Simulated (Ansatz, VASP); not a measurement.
BaS: VASP beside Ansatz

Contents of POSCAR:

```
BaS
1.0
    0.0000000000      3.2357778460      3.2357778460
    3.2357778460      0.0000000000      3.2357778460
    3.2357778460      3.2357778460      0.0000000000
Ba S
1 1
Direct
    0.0000000000      0.0000000000      0.0000000000
    0.5000000000      0.5000000000      0.5000000000
```

File INCAR.step1:

```
SYSTEM = BaS
ALGO = Normal ; EDIFF = 1E-5
ENCUT = 520 ; GGA = PE
ISIF = 2 ; ISMEAR = -1
LASPH = .True. ; LCHARG = .False.
LREAL = .False. ; LWAVE = .True.
NBANDS = 15 ; NELM = 80
PREC = Accurate ; SIGMA = 0.05
```

The input INCAR.step2:

```
SYSTEM = BaS
ALGO = Normal ; EDIFF = 1E-6
ENCUT = 520 ; GGA = PE
HFSCREEN = 0.2079 ; ISIF = 2
ISMEAR = -1 ; ISTART = 1
LASPH = .True. ; LCHARG = .False.
LHFCALC = .True. ; LREAL = .False.
LWAVE = .False. ; NBANDS = 15
NELM = 80 ; PREC = Accurate
PRECFOCK = Normal ; SIGMA = 0.05
```

The input KPOINTS:

```
k-points
0
Gamma
  4 4 4
  0 0 0
```

input

```
crystal:
  lattice:
    - [0.0, 3.235777846, 3.235777846]
    - [3.235777846, 0.0, 3.235777846]
    - [3.235777846, 3.235777846, 0.0]
  atoms:
    - { symbol: Ba, position: [0.0, 0.0, 0.0] }
    - { symbol: S, position: [0.5, 0.5, 0.5] }
hamiltonian:
  xc: hse06
  pseudopotentials: { kind: paw }
kpoints:
  mp_grid: { grid: [4, 4, 4] }
scf:
  occupations: { method: fermi_dirac, width: 0.05 }
output:
  forces: true
  stress: true
  eigenvalues: true
```

Alike in both runs: task single point; functional HSE06; k mesh 4 × 4 × 4; occupations fermi-dirac, width 0.05 eV; no spin polarisation.

```csv
,VASP,Ansatz
version,VASP 6.6.1,Ansatz 0.2.0
potentials or method,"VASP PAW PBE potentials, release 64 (Ba_sv, S)",Ansatz PAW
plane-wave cutoff (eV),520,420
valence electrons in the cell,16,16
```

Ansatz gave:

* gap on the k mesh at the Fermi level (eV): 3.17
* least direct gap on the mesh (eV): 3.32
* pressure (GPa): -1.2

Q: Estimate VASP's values.

A: gap on the k mesh at the Fermi level (eV): 3.08; least direct gap on the mesh (eV): 3.26; pressure (GPa): -0.7.

The k mesh is coarse, so the values compare programs but aren't converged. Spin-orbit coupling is off throughout.
